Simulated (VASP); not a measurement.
# Pb: single point with PBE

Crystal: Pb.

```xyz
1
Lattice="3.2733 0.0000 0.0000 0.0000 3.2733 0.0000 0.0000 0.0000 3.2733" Properties=species:S:1:pos:R:3 pbc="T T T"
Pb    0.0000    0.0000    0.0000
```

This isn't the form of Pb at room conditions, which is fcc.

```json
{
 "Program": "VASP 6.6.1",
 "Task": "single point",
 "Functional": "PBE",
 "Potentials or basis": "VASP PAW PBE potentials, release 64 (Pb_d)",
 "Cutoff": "520 eV",
 "k mesh": "13 × 13 × 13",
 "Occupations": "fermi-dirac, width 0.05 eV",
 "Spin": "no spin polarisation",
 "Dipole correction": "no",
 "Further INCAR settings": "ALGO = Normal; EDIFF = 1e-06; NBANDS = 13"
}
```

```yaml
Pressure: -0.7 GPa
Band_gap_on_the_k_mesh: zero (bands 7 and 8 overlap by 6.40 eV)
```

Levels at points of the mesh, in eV from the Fermi level:
```tsv
k point	band 3	band 4	band 5	band 6	band 7	band 8	band 9	band 10	band 11	band 12
(0.00, 0.00, 0.00)	-16.66	-16.66	-16.66	-11.00	4.76	4.76	4.76	7.53	9.07	9.07
```

Run time: 16 s on 1 thread of Intel(R) Xeon(R) Platinum 8375C CPU @ 2.90GHz (Ice Lake), with other jobs on the host, peak memory 0.16 GiB.

Caveat: spin-orbit coupling is left out, which moves the levels of the heavy elements.
